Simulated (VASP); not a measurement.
Ge:

```
Ge
1.0
     0.00000    2.77116    2.77116
     2.77116    0.00000    2.77116
     2.77116    2.77116    0.00000
Ge
2
Direct
  0.75000 0.75000 0.75000
  0.50000 0.50000 0.50000
```

This cell differs from its parent crystal: volume scaled by 0.94.

Base run:

```yaml
Program: VASP 6.6.1
Functional: PBEsol
Potentials_or_basis: VASP PAW PBE potentials, release 64 (Ge_d)
Cutoff: 520 eV
k_mesh: 8 × 8 × 8
Occupations: fermi-dirac, width 0.05 eV
Spin: no spin polarisation
```

Its results: band gap on the k mesh 0.32 eV, indirect (least direct gap 0.57 eV); pressure 5.5 GPa.

Q: The run is repeated on the same cell with these changes: functional from PBEsol to r2SCAN. What comes out?

A: Band gap on the k mesh 0.66 eV, indirect (least direct gap 1.01 eV); pressure 6.1 GPa.

r2SCAN gives the wider gap, since meta-GGAs in the generalised Kohn-Sham scheme recover part of the derivative discontinuity.

Caveats: the PAW data sets were made with another functional, which shifts forces and pressure a little.

A k mesh can miss the band edges.
